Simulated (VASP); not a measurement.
Runs of VASP 6.6.1 on Cd. It takes space group P6_3/mmc (No. 194, hexagonal). Conventional cell: a = 2.979 Å, b = 2.979 Å, c = 5.618 Å, α = 90.00°, β = 90.00°, γ = 120.00°. Cd (site symmetry -6m2) has 12 Cd at 2.98 to 3.29 Å within 3.9 Å. 

```csv
task,level,spin,U,k mesh,cutoff (eV),smearing,LDAUTYPE,hund's J,k mesh for the DOS,occupations for the DOS,gap on the mesh (eV),pressure (GPa)
single point,PBE+U,off,"Cd d U = 3.4 eV, J = 0.75 eV",6 × 6 × 4,500,gaussian 0.1 eV,1,0.75,-,-,none,4.4
single point,PBE,off,-,6 × 6 × 4,520,gaussian 0.1 eV,-,-,-,-,none,4.3
single point,PBE,"collinear, ferromagnetic start",-,3 × 3 × 2,500,gaussian 0.1 eV,-,-,-,-,none,(a)
single point,PBE,off,-,6 × 6 × 4,500,fermi-dirac 0.091 eV,-,-,-,-,none,4.1
```

Alike in all rows: potentials or basis VASP PAW PBE potentials, release 64 (Cd); cell as given.

Task: Fill in the values left out.

Result: (a) 7.1.

Caveats: all runs use coarse meshes; U without spin polarisation on a metal has little footing (some runs); the U is typed as a test and isn't derived for this compound (some runs).

A k mesh can miss the band edges, and the runs leave out spin-orbit coupling on Cd.

A gap of «none» marks levels without a gap at the run's occupations.
